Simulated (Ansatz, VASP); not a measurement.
**Two plane-wave programs on HF**

File INCAR:

```
  PREC = Accurate
  ENCUT = 520
  EDIFF = 1E-6
  ISMEAR = 0
  SIGMA = 0.1
  LREAL = F
  LASPH = T
  NELM = 100
  ALGO = Normal
  ISIF = 2
  LWAVE = F
  LCHARG = F
  LDIPOL = T
  IDIPOL = 3
  DIPOL = 0.5 0.5 0.638
  GGA = PE
  IVDW = 12
  NBANDS = 11
```

The input KPOINTS:

```
Automatic mesh
0
Gamma
  3 3 1
```

File POSCAR:

```
HF
1.0
    8.1558973628      0.0000000000      0.0000000000
    0.0000000000      8.1558973628      0.0000000000
    0.0000000000      0.0000000000     24.1169230221
F H
1 1
Direct
   -0.2484464417      0.1077403304      0.6478026831
   -0.2483588059      0.2168503767      0.6290844044
```

Input for Ansatz:

```yaml
crystal:
  lattice:
    - [8.155897354, 0.0, 0.0]
    - [0.0, 8.155897354, 0.0]
    - [0.0, 0.0, 24.1169230155]
  atoms:
    - { symbol: F, position: [-0.2484465396, 0.1077405889, 0.6478026276] }
    - { symbol: H, position: [-0.24835899, 0.2168509302, 0.6290843728] }
basis:
  ecutwfc: 420
kpoints:
  mp_grid: { grid: [3, 3, 1] }
hamiltonian:
  xc: pbe
  dispersion: d3bj
scf:
  occupations: { method: gaussian, width: 0.1 }
output:
  forces: true
  eigenvalues: true
  write_density: true
  volumetric_format: npy
efield:
  axis: 3
  dipole_correction: true
  ramp_width: 0.04
```

Alike in both runs: task single point; functional PBE; dispersion D3(BJ); k mesh 3 × 3 × 1; occupations gaussian, width 0.1 eV; no spin polarisation.

```csv
,VASP,Ansatz
version,VASP 6.6.1,Ansatz 0.2.0
potentials or method,"VASP PAW PBE potentials, release 64 (F, H), cutoff 520 eV","scalar-relativistic, plane waves, PAW"
valence electrons in the cell,8,8
```

Ansatz gave:

```
gap on the k mesh at the Fermi level (eV) : 8.03
rms of the force components (eV/Å)        : 1.664
```

What did VASP give for the same quantities?

gap on the k mesh at the Fermi level (eV): 8.00; rms of the force components (eV/Å): 1.553.

Atom by atom the forces differ by 0.111 eV/Å (rms over components).
